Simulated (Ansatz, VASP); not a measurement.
# Two plane-wave programs on SiC

```xyz
2
Lattice="0.0000 2.2094 2.2094 2.2094 0.0000 2.2094 2.1706 2.1706 0.0389" Properties=species:S:1:pos:R:3 pbc="T T T"
Si    0.0000    0.0000    0.0000
C     3.2850    3.2850    3.3433
```

Alike in both runs: task single point; functional PBE; k mesh 12 × 12 × 12; occupations gaussian, width 0.05 eV; no spin polarisation.

|  | VASP | Ansatz |
| --- | --- | --- |
| version | VASP 6.6.1 | Ansatz 0.2.0 |
| potentials or method | VASP PAW PBE potentials, release 64 (Si, C), cutoff 520 eV | scalar-relativistic, plane waves, PAW |
| valence electrons in the cell | 8 | 8 |

|  | VASP | Ansatz | Ansatz less VASP |
| --- | --- | --- | --- |
| gap on the k mesh at the Fermi level (eV) | 1.27 | 1.27 | +0.004 |
| least direct gap on the mesh (eV) | 4.37 | 4.38 | +0.009 |
| pressure (GPa) | 0.2 | 0.2 | +0.03 |
| traceless stress, the component that is largest in VASP (GPa) | 4.81 | 4.79 | -0.016 |
| rms of the force components (eV/Å) | 0.156 | 0.156 | +0.0003 |

Atom by atom the forces differ by 0.000 eV/Å (rms over components).
